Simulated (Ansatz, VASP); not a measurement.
**SiNi: VASP beside Ansatz**

```
Ni Si
1.0
     2.94277    0.00000    0.00000
     0.00000    3.28033    0.00000
     0.00000    0.00000    4.67745
Ni Si
2 2
Direct
  0.50000 0.50000 0.34250
  0.00000 0.00000 0.65750
  0.50000 0.50000 0.84314
  0.00000 0.00000 0.15686
```

Alike in both runs: functional LDA; k mesh 9 × 8 × 6; occupations fermi-dirac, width 0.05 eV; collinear spin.

|  | VASP | Ansatz |
| --- | --- | --- |
| version | VASP 6.6.1 | Ansatz 0.2.0 |
| potentials or method | VASP PAW LDA potentials, release 64 (Ni, Si) | Ansatz PAW |
| plane-wave cutoff (eV) | 520 | 420 |
| valence electrons in the cell | 28 | 44 |
| task | single point | band structure |

Ansatz gave:

```
gap on the k mesh at the Fermi level (eV)                     : none
pressure (GPa)                                                : -4.9
traceless stress, the component that is largest in VASP (GPa) : -2.01
rms of the force components (eV/Å)                            : 0.099
net moment per atom (μB)                                      : 0.00
```

Problem. What did VASP give for the same quantities?

Solution. gap on the k mesh at the Fermi level (eV): none; pressure (GPa): -4.5; traceless stress, the component that is largest in VASP (GPa): -1.79; rms of the force components (eV/Å): 0.098; net moment per atom (μB): 0.00.

LDA's correlation is that of Perdew and Zunger in VASP and of Perdew and Wang (1992) in Ansatz. Atom by atom the forces differ by 0.007 eV/Å (rms over components). A gap of «none» marks a metal or a gap that the smearing closes. VASP's potentials hold 28 valence electrons a cell and Ansatz's 44, so a difference there can come from the potentials and not from the codes.
